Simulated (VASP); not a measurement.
Zn, 2 atoms in the cell. The structure is cubic, space group Fd-3m (No. 227). The conventional cell has a = 5.176 Å, b = 5.176 Å, c = 5.176 Å, α = 90.00°, β = 90.00°, γ = 90.00°. Within 3.0 Å of Zn (site symmetry -43m) lie 4 Zn at 2.24 Å. 

| Property | Result |
| --- | --- |
| Program | VASP 6.6.1 |
| Task | relaxation of cell and atoms |
| Functional | PBE |
| Potentials or basis | VASP PAW PBE potentials, release 64 (Zn) |
| Cutoff | 600 eV |
| k mesh | 6 × 6 × 6 |
| Occupations | gaussian, width 0.1 eV |
| Spin | no spin polarisation |
| Dipole correction | no |
| Further INCAR settings | ALGO = Normal; EDIFF = 1e-06; IBRION = 2; EDIFFG = -0.04; NSW = 90; ISIF = 3 |

Potentials or basis: VASP PAW PBE potentials, release 64 (Zn).

Command:

```console
$ cat potpaw_PBE.64/Zn/POTCAR > POTCAR
$ mpirun -np 1 vasp_std > vasp.out
```

Hardware: 1 thread of AMD EPYC 9R45 (Zen 5), with other jobs on the host.

Task: Estimate the wall time of this run.

Result: Run time: 26 s on 1 thread of AMD EPYC 9R45 (Zen 5), with other jobs on the host, peak memory 0.13 GiB. Counts: scf iterations 43, k points 16, ion steps 5.
